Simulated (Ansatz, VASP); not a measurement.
# BN: VASP beside Ansatz

Contents of INCAR:

```
SYSTEM = BN
ALGO = Normal
EDIFF = 1E-7
ENCUT = 520
GGA = PE
ISIF = 2
ISMEAR = -1
LASPH = .True.
LCHARG = .False.
LREAL = .False.
LWAVE = .False.
NBANDS = 11
NELM = 60
PREC = Accurate
SIGMA = 0.02
```

Contents of KPOINTS:

```
k-points
0
Gamma
  12 12 12
  0 0 0
```

The input POSCAR:

```
BN
1.0
    0.0000000000      3.3465304924      2.1985375917
    1.2713490116      0.0000000000      2.1985375917
    1.2713490116      3.3465304924      0.0000000000
B N
1 1
Direct
    0.0001138439      0.0001138439      0.9998861561
    0.6665861461      0.6665861461      0.3334138539
```

Input for Ansatz:

```yaml
crystal:
  lattice:
    - [0.0, 3.3465304924, 2.1985375917]
    - [1.2713490116, 0.0, 2.1985375917]
    - [1.2713490116, 3.3465304924, 0.0]
  atoms:
    - { symbol: B, position: [0.0001138439, 0.0001138439, 0.9998861561] }
    - { symbol: "N", position: [0.6665861461, 0.6665861461, 0.3334138539] }
kpoints:
  mp_grid: { grid: [12, 12, 12] }
  band_path:
    path:
      - [0.0, 0.0, 0.0]
      - [0.5, 0.0, 0.5]
      - [1.0, 0.5, 0.5]
      - [0.5, 0.5, 0.0]
      - [0.0, 0.3696802579, 0.3696802579]
      - [1.0, 0.6303197421, 0.6303197421]
      - [0.5, 0.297518017, 0.797518017]
      - [0.5, 0.702481983, 0.202481983]
      - [0.5, 0.5, 0.5]
      - [0.0, 0.3327122321, 0.3327122321]
      - [0.5, 0.361979, -0.138021]
    npoints: 1
hamiltonian:
  xc: pbe
scf:
  occupations: { method: fermi_dirac, width: 0.02 }
  n_extra_bands: 4
output:
  forces: true
  stress: true
  eigenvalues: true
```

Change from the starting cell: hydrostatic strain +1.6%.

Alike in both runs: task single point; functional PBE; k mesh 12 × 12 × 12; occupations fermi-dirac, width 0.02 eV; no spin polarisation.

|  | VASP | Ansatz |
| --- | --- | --- |
| version | VASP 6.6.1 | Ansatz 0.2.0 |
| potentials or method | VASP PAW PBE potentials, release 64 (B, N) | plane waves, PAW |
| plane-wave cutoff (eV) | 520 | 420 |
| valence electrons in the cell | 8 | 8 |

Ansatz gave:

| Quantity | Value |
| --- | --- |
| gap on the k mesh at the Fermi level (eV) | 3.59 |
| pressure (GPa) | -6.7 |
| traceless stress, the component that is largest in VASP (GPa) | 9.56 |

Which values does VASP return?

gap on the k mesh at the Fermi level (eV): 3.58; pressure (GPa): -6.6; traceless stress, the component that is largest in VASP (GPa): 9.38.
